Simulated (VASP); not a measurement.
# NbAgC3 (Pm-3m) in VASP: notebook

The runs below take NbAgC3 through single point, relaxation of cell and atoms, with PBE.

Everything below comes from runs of VASP 6.6.1. Logs are shortened: lines on timing, memory, paths and dates and some standing lists are left out, and cuts for length are marked.

## (1) The cell of the first run

It takes space group Pm-3m (No. 221, cubic). Conventional cell: a = 3.980 Å, b = 3.980 Å, c = 3.980 Å, α = 90.00°, β = 90.00°, γ = 90.00°. Nb (site symmetry m-3m) has 12 C at 2.81 Å and 8 Ag at 3.45 Å within 3.7 Å. Ag (site symmetry m-3m) has 6 C at 1.99 Å within 2.6 Å. Within 2.6 Å of C (site symmetry 4/mmm) lie 2 Ag at 1.99 Å.

## (2) Single point, PBE

INCAR reads:

```
SYSTEM = NbAgC3
PREC = Accurate
ENCUT = 520
EDIFF = 1E-6
ISMEAR = 0
SIGMA = 0.1
LREAL = .False.
LASPH = .True.
NELM = 100
ALGO = Normal
ISIF = 2
LWAVE = .False.
LCHARG = .False.
GGA = PE
NBANDS = 26
```

KPOINTS reads:

```
Automatic mesh
0
Gamma
  10 10 10
  0 0 0
```

POSCAR reads:

```
NbAgC3
1.0
    3.9802271649      0.0000000000      0.0000000000
    0.0000000000      3.9802271649      0.0000000000
    0.0000000000      0.0000000000      3.9802271649
Nb Ag C
1 1 3
Direct
    0.0000000000      0.0000000000      0.0000000000
    0.5000000000      0.5000000000      0.5000000000
    0.5000000000      0.5000000000      0.0000000000
    0.5000000000      0.0000000000      0.5000000000
    0.0000000000      0.5000000000      0.5000000000
```

Potentials or basis: VASP PAW PBE potentials, release 64 (Nb_sv, Ag, C).

The run is started by

```console
$ cat potpaw_PBE.64/Nb_sv/POTCAR potpaw_PBE.64/Ag/POTCAR potpaw_PBE.64/C/POTCAR > POTCAR
$ mpirun -np 1 vasp_std > vasp.out
```

OUTCAR:

```text
SYSTEM = NbAgC3
   PREC = Accurate
   ENCUT = 520
   EDIFF = 1E-6
   ISMEAR = 0
   LREAL = .False.
   LASPH = .True.
   NELM = 100
   ISIF = 2
   GGA = PE

 ion  position               nearest neighbor table
   1  0.000  0.000  0.000-
   2  0.500  0.500  0.500-   3 1.99   4 1.99   5 1.99   3 1.99   4 1.99   5 1.99
   3  0.500  0.500  0.000-   2 1.99   2 1.99
   4  0.500  0.000  0.500-   2 1.99   2 1.99
   5  0.000  0.500  0.500-   2 1.99   2 1.99

  LATTYP: Found a simple cubic cell.
 ALAT       =     3.9802271649

  Lattice vectors:

 A1 = (   3.9802271649,   0.0000000000,   0.0000000000)
 A2 = (   0.0000000000,   3.9802271649,   0.0000000000)
 A3 = (   0.0000000000,   0.0000000000,   3.9802271649)

Analysis of symmetry for initial positions (statically):
=====================================================================
 Subroutine PRICEL returns:
 Original cell was already a primitive cell.

 Routine SETGRP: Setting up the symmetry group for a
 simple cubic supercell.

 Subroutine GETGRP returns: Found 48 space group operations
 (whereof 48 operations were pure point group operations)
 out of a pool of 48 trial point group operations.

The static configuration has the point symmetry O_h .

Analysis of symmetry for dynamics (positions and initial velocities):
=====================================================================
 Subroutine PRICEL returns:
 Original cell was already a primitive cell.

 Routine SETGRP: Setting up the symmetry group for a
 simple cubic supercell.

 Subroutine GETGRP returns: Found 48 space group operations
 (whereof 48 operations were pure point group operations)
 out of a pool of 48 trial point group operations.

The dynamic configuration has the point symmetry O_h .

 Subroutine INISYM returns: Found 48 space group operations
 (whereof 48 operations are pure point group operations),
 and found     1 'primitive' translations

----------------------------------------------------------------------------------------

                                     Primitive cell

  volume of cell :      63.0556

  direct lattice vectors                    reciprocal lattice vectors
     3.980227165  0.000000000  0.000000000     0.251241941  0.000000000  0.000000000
     0.000000000  3.980227165  0.000000000     0.000000000  0.251241941  0.000000000
     0.000000000  0.000000000  3.980227165     0.000000000  0.000000000  0.251241941

  length of vectors
     3.980227165  3.980227165  3.980227165     0.251241941  0.251241941  0.251241941

  position of ions in fractional coordinates (direct lattice)
     0.000000000  0.000000000  0.000000000
     0.500000000  0.500000000  0.500000000
     0.500000000  0.500000000  0.000000000
     0.500000000  0.000000000  0.500000000
     0.000000000  0.500000000  0.500000000

  ion indices of the primitive-cell ions
   primitive index   ion index
                 1           1
                 2           2
                 3           3
                 4           4
                 5           5

----------------------------------------------------------------------------------------

 KPOINTS: Automatic mesh

Automatic generation of k-mesh.
 Grid dimensions read from file:
 generate k-points for:   10   10   10

 Generating k-lattice:

  Cartesian coordinates                     Fractional coordinates (reciprocal lattice)
     0.025124194  0.000000000  0.000000000     0.100000000  0.000000000  0.000000000
     0.000000000  0.025124194  0.000000000     0.000000000  0.100000000  0.000000000
     0.000000000  0.000000000  0.025124194     0.000000000  0.000000000  0.100000000

  Length of vectors
     0.025124194  0.025124194  0.025124194

  Shift w.r.t. Gamma in fractional coordinates (k-lattice)
     0.000000000  0.000000000  0.000000000

 Subroutine IBZKPT returns following result:
 ===========================================

 Found     56 irreducible k-points:

 Following reciprocal coordinates:
            Coordinates               Weight
  0.000000  0.000000  0.000000      1.000000
  0.100000  0.000000  0.000000      6.000000
  0.200000  0.000000  0.000000      6.000000
  0.300000  0.000000  0.000000      6.000000
  0.400000  0.000000  0.000000      6.000000
  0.500000  0.000000  0.000000      3.000000
[... 16 lines left out ...]
  0.200000  0.100000  0.100000     24.000000
  0.300000  0.100000  0.100000     24.000000
 [... further k-points ...]
   k-points           NKPTS =     56   k-points in BZ     NKDIM =     56   number of bands    NBANDS=     26
   number of dos      NEDOS =    301   number of ions     NIONS =      5
   total plane-waves  NPLWV =  27000
   dimension x,y,z NGX =    30 NGY =   30 NGZ =   30
   dimension x,y,z NGXF=    60 NGYF=   60 NGZF=   60
   ions per type =               1   1   3
   NGX,Y,Z   is equivalent  to a cutoff of  12.53, 12.53, 12.53 a.u.
   NGXF,Y,Z  is equivalent  to a cutoff of  25.06, 25.06, 25.06 a.u.
 SYSTEM =  NbAgC3
   PREC   = accura    normal or accurate (medium, high low for compatibility)
   ISTART =      0    job   : 0-new  1-cont  2-samecut
   ICHARG =      2    charge: 1-file 2-atom 10-const
   ISPIN  =      1    spin polarized calculation?
   LNONCOLLINEAR =      F non collinear calculations
   LSORBIT =      F    spin-orbit coupling
   LASPH  =      T    aspherical Exc in radial PAW
   ENCUT  =  520.0 eV  38.22 Ry    6.18 a.u.   7.40  7.40  7.40*2*pi/ulx,y,z
   NELM   =    100;   NELMIN=  2; NELMDL= -5     # of ELM steps
   EDIFF  = 0.1E-05   stopping-criterion for ELM
   LREAL  =      F    real-space projection
   EDIFFG = 0.1E-04   stopping-criterion for IOM
   NSW    =      0    number of steps for IOM
   IBRION =     -1    ionic relax: 0-MD 1-quasi-New 2-CG
   NFREE  =      0    steps in history (QN), initial steepest desc. (CG)
   ISIF   =      2    stress and relaxation
   ISYM   =      2    0-nonsym 1-usesym 2-fastsym
   POTIM  = 0.5000    time-step for ionic-motion
   TEBEG  =    0.0;   TEEND  =   0.0 temperature during run
   PSTRESS=    0.0 pullay stress
   NELECT =      36.0000    total number of electrons
   NUPDOWN=      -1.0000    fix difference up-down
   EMIN   =  10.00;   EMAX   =-10.00  energy-range for DOS
   EFERMI =   0.00;   METHOD = LEGACY
   ISMEAR =     0;   SIGMA  =   0.10  broadening in eV -4-tet -1-fermi 0-gaus
   EFERMI_NEDOS =   21; number of points for ismear=-14 and -15
   IALGO  =     38    algorithm
   IMIX   =      4    mixing-type and parameters
     AMIX     =   0.40;   BMIX     =  1.00
     AMIX_MAG =   1.60;   BMIX_MAG =  1.00
  volume/ion in A,a.u.               =      12.61        85.10
  Fermi-wavevector in a.u.,A,eV,Ry     =   1.358109  2.566453 25.095385  1.844459
  Thomas-Fermi vector in A             =   2.484970
   LORBIT       =      0    0 simple, 1 ext, 2 COOP (PROOUT), +10 PAW based schemes
   GGA     = PE    functional components
   LHFCALC =     F    Hartree Fock is set to
   AEXX    =    0.0000 exact exchange contribution
   IVDW    =     0    specifies the selected vdW correction
   LEPSILON=     F    determine dielectric tensor
   LRPA    =     F    only Hartree local field effects (RPA)
 non-spin polarized calculation
 Gauss-broadening in eV      SIGMA  =   0.10
  energy-cutoff  :      520.00
  volume of cell :       63.06
 maximum number of plane-waves:      1743
 NGX is ok and might be reduce to    30
   NGX = 15   NGY = 15   NGZ = 15

 number of electron      35.9999999 magnetization

 Free energy of the ion-electron system (eV)
  ---------------------------------------------------
  ext. energy  EPLUGINS =         0.00000000
  ---------------------------------------------------
  free energy    TOTEN  =       -26.24284560 eV

  energy without entropy =      -26.22906983  energy(sigma->0) =      -26.23595771

 E-fermi :   7.9196     XC(G=0): -11.8264

 val. band max:        7.9109479785   @ k =   0.4000   0.3000   0.3000
 cond. band min:       7.9262246082   @ k =   0.4000   0.3000   0.0000
 fundamental gap:      0.0152766297
 Fermi energy:         7.9196401778

 k-point     1 :       0.0000    0.0000    0.0000
  band No.  band energies     occupation
      1     -48.3112      2.00000
      2     -24.2274      2.00000
      3     -24.2274      2.00000
      4     -24.2274      2.00000
      5      -5.4347      2.00000
      6      -3.3388      2.00000
[... 18 lines left out ...]
     25       9.0981      0.00000
     26       9.0981      0.00000

 k-point     2 :       0.1000    0.0000    0.0000
  band No.  band energies     occupation
      1     -48.3111      2.00000
      2     -24.2304      2.00000
      3     -24.2271      2.00000
      4     -24.2271      2.00000
      5      -5.3571      2.00000
      6      -3.3260      2.00000
[... 18 lines left out ...]
     25       9.1749      0.00000
     26       9.3957      0.00000

 k-point     3 :       0.2000    0.0000    0.0000
  band No.  band energies     occupation
      1     -48.3108      2.00000
      2     -24.2385      2.00000
      3     -24.2264      2.00000
      4     -24.2264      2.00000
      5      -5.1392      2.00000
      6      -3.2920      2.00000
[... 18 lines left out ...]
     25       9.9232      0.00000
     26       9.9285      0.00000

 k-point     4 :       0.3000    0.0000    0.0000
  band No.  band energies     occupation
      1     -48.3104      2.00000
      2     -24.2483      2.00000
      3     -24.2254      2.00000
      4     -24.2254      2.00000
      5      -4.8329      2.00000
      6      -3.2491      2.00000
[... 18 lines left out ...]
     25      10.4977      0.00000
     26      10.5636      0.00000

 k-point     5 :       0.4000    0.0000    0.0000
  band No.  band energies     occupation
      1     -48.3101      2.00000
      2     -24.2563      2.00000
      3     -24.2247      2.00000
      4     -24.2247      2.00000
      5      -4.5476      2.00000
      6      -3.2135      2.00000
[... 18 lines left out ...]
     25      11.0774      0.00000
     26      11.0774      0.00000

 k-point     6 :       0.5000    0.0000    0.0000
  band No.  band energies     occupation
      1     -48.3100      2.00000
      2     -24.2594      2.00000
      3     -24.2244      2.00000
      4     -24.2244      2.00000
      5      -4.4284      2.00000
      6      -3.1996      2.00000
[... 427 lines left out ...]
 k-point    21 :       0.5000    0.5000    0.0000
  band No.  band energies     occupation
      1     -48.3089      2.00000
      2     -24.2550      2.00000
      3     -24.2550      2.00000
      4     -24.2212      2.00000
      5      -3.8713      2.00000
      6      -2.0611      2.00000
[... 18 lines left out ...]
     25      11.6021      0.00000
     26      14.0380      0.00000

 k-point    22 :       0.1000    0.1000    0.1000
  band No.  band energies     occupation
      1     -48.3109      2.00000
      2     -24.2301      2.00000
      3     -24.2297      2.00000
      4     -24.2297      2.00000
      5      -5.2028      2.00000
      6      -3.2671      2.00000
[... 18 lines left out ...]
     25       9.7971      0.00000
     26       9.7971      0.00000

 k-point    23 :       0.2000    0.1000    0.1000
  band No.  band energies     occupation
      1     -48.3106      2.00000
      2     -24.2378      2.00000
      3     -24.2292      2.00000
      4     -24.2290      2.00000
      5      -4.9863      2.00000
      6      -3.2360      2.00000
[... 18 lines left out ...]
     25      10.3223      0.00000
     26      10.4330      0.00000

 k-point    24 :       0.3000    0.1000    0.1000
  band No.  band energies     occupation
      1     -48.3102      2.00000
      2     -24.2476      2.00000
      3     -24.2282      2.00000
      4     -24.2280      2.00000
      5      -4.6843      2.00000
      6      -3.1965      2.00000
[... 18 lines left out ...]
     25      10.7599      0.00000
     26      10.9685      0.00000

 [... further k-points ...]

------------------------ aborting loop because EDIFF is reached ----------------------------------------

  FORCE on cell =-STRESS in cart. coord.  units (eV):
  Direction    XX          YY          ZZ          XY          YZ          ZX
  --------------------------------------------------------------------------------------
  -------------------------------------------------------------------------------------
  Total       -0.0775515     -0.0775515     -0.0775515      0.0000000     -0.0000000      0.0000000
  in kB       -1.9705034     -1.9705034     -1.9705034      0.0000000     -0.0000000      0.0000000
  external PRESSURE =      -1.9705034 kB  Pullay stress =       0.0000000 kB

 VOLUME and BASIS-vectors are now :
 -----------------------------------------------------------------------------
  energy-cutoff  :      520.00
  volume of cell :       63.06
      direct lattice vectors                 reciprocal lattice vectors
     3.980227165  0.000000000  0.000000000     0.251241941  0.000000000  0.000000000
     0.000000000  3.980227165  0.000000000     0.000000000  0.251241941  0.000000000
     0.000000000  0.000000000  3.980227165     0.000000000  0.000000000  0.251241941

 POSITION                                       TOTAL-FORCE (eV/Angst)
 -----------------------------------------------------------------------------------
      0.00000      0.00000      0.00000         0.000000      0.000000      0.000000
      1.99011      1.99011      1.99011         0.000000      0.000000      0.000000
      1.99011      1.99011      0.00000         0.000000      0.000000      0.000000
      1.99011      0.00000      1.99011         0.000000      0.000000      0.000000
      0.00000      1.99011      1.99011         0.000000      0.000000      0.000000
 -----------------------------------------------------------------------------------
    total drift:                                0.000000      0.000000     -0.000000

  FREE ENERGIE OF THE ION-ELECTRON SYSTEM (eV)
  ---------------------------------------------------
  free  energy   TOTEN  =       -26.2428455954 eV

  energy  without entropy=      -26.2290698329  energy(sigma->0) =      -26.23595771
```

It took 88 s on 1 thread of Intel Xeon Platinum 8488C (Sapphire Rapids), shared host; peak memory 0.23 GiB.

What came out:

```
Free energy            : -26.2428 eV
Pressure               : -0.2 GPa
Band gap on the k mesh : zero (band 18 reaches 8.95 eV, above the bottom of band 19 at 7.75 eV)
```

Levels at points of the mesh, in eV from the Fermi level:
```
           k point  band 15  band 16  band 17  band 18  band 19  band 20  band 21  band 22
(0.00, 0.00, 0.00)    -2.82     0.11     0.11     0.11     0.41     0.41     0.41     0.64
(0.50, 0.00, 0.00)    -2.05    -1.91    -0.02    -0.02     0.34     0.41     0.41     0.89
(0.50, 0.50, 0.00)    -1.40    -1.40    -1.05    -1.05     0.17     0.28     1.33     1.62
(0.50, 0.50, 0.50)    -1.51    -1.51     1.03     1.03     1.17     1.17     1.17     2.21
```

## (3) Relaxation of cell and atoms, PBE

INCAR reads:

```
SYSTEM = NbAgC3
ALGO = Normal
EDIFF = 1E-7
EDIFFG = -0.01
ENCUT = 600
GGA = PE
IBRION = 2
ISIF = 3
ISMEAR = 0
LASPH = .True.
LCHARG = .False.
LREAL = .False.
LWAVE = .False.
NELM = 100
NSW = 100
PREC = Accurate
SIGMA = 0.1
```

KPOINTS reads:

```
k-points
0
Gamma
  10 10 10
  0 0 0
```

Changes to POSCAR since step 2:

```diff
@@ -2,5 +2,5 @@
 1.0
-    3.9802271649      0.0000000000      0.0000000000
-    0.0000000000      3.9802271649      0.0000000000
-    0.0000000000      0.0000000000      3.9802271649
+    3.9822762647      0.0000000000      0.0000000000
+    0.0000000000      3.9822762647      0.0000000000
+    0.0000000000      0.0000000000      3.9822762647
 Nb Ag C
```

Potentials or basis: VASP PAW PBE potentials, release 64 (Nb_sv, Ag, C).

The run is started by

```console
$ cat potpaw_PBE.64/Nb_sv/POTCAR potpaw_PBE.64/Ag/POTCAR potpaw_PBE.64/C/POTCAR > POTCAR
$ mpirun -np 1 vasp_std > vasp.out
```

It took 2.8 min on 1 thread of Intel Xeon Platinum 8488C (Sapphire Rapids), shared host; peak memory 0.25 GiB.

Results (log left out):

* Free energy: -26.2432 eV
* Relaxed volume: 12.59 Å³/atom
* Relaxed cell: a = 3.978 Å, b = 3.978 Å, c = 3.978 Å, α = 90.00°, β = 90.00°, γ = 90.00°
* Space group after relaxing (to 0.05 Å): Pm-3m (No. 221)
* Energy gained by relaxing: 0.1 meV/atom
* Ionic steps: 3
* Pressure after relaxing: 0.0 GPa
* Band gap on the k mesh: zero (band 18 reaches 8.98 eV, above the bottom of band 19 at 7.78 eV)

Step by step:
```csv
step,energy change (eV),largest force (eV/Å),pressure (GPa),volume (Å³)
1,0.0000,0.0000,-0.50,63.15
2,-0.0002,0.0000,0.37,62.80
3,-0.0003,0.0000,0.01,62.94
```

Final structure:
```xyz
5
Lattice="3.9779 0.0000 0.0000 0.0000 3.9779 0.0000 0.0000 0.0000 3.9779" Properties=species:S:1:pos:R:3 pbc="T T T"
Nb    0.0000    0.0000    0.0000
Ag    1.9889    1.9889    1.9889
C     1.9889    1.9889    0.0000
C     1.9889    0.0000    1.9889
C     0.0000    1.9889    1.9889
```

Levels at points of the mesh, in eV from the Fermi level:
| k point | band 16 | band 17 | band 18 | band 19 | band 20 | band 21 |
| --- | --- | --- | --- | --- | --- | --- |
| (0.00, 0.00, 0.00) | 0.11 | 0.11 | 0.11 | 0.41 | 0.41 | 0.41 |
| (0.50, 0.00, 0.00) | -1.91 | -0.02 | -0.02 | 0.34 | 0.41 | 0.41 |
| (0.50, 0.50, 0.00) | -1.40 | -1.05 | -1.05 | 0.17 | 0.28 | 1.33 |
| (0.50, 0.50, 0.50) | -1.51 | 1.04 | 1.04 | 1.17 | 1.17 | 1.17 |
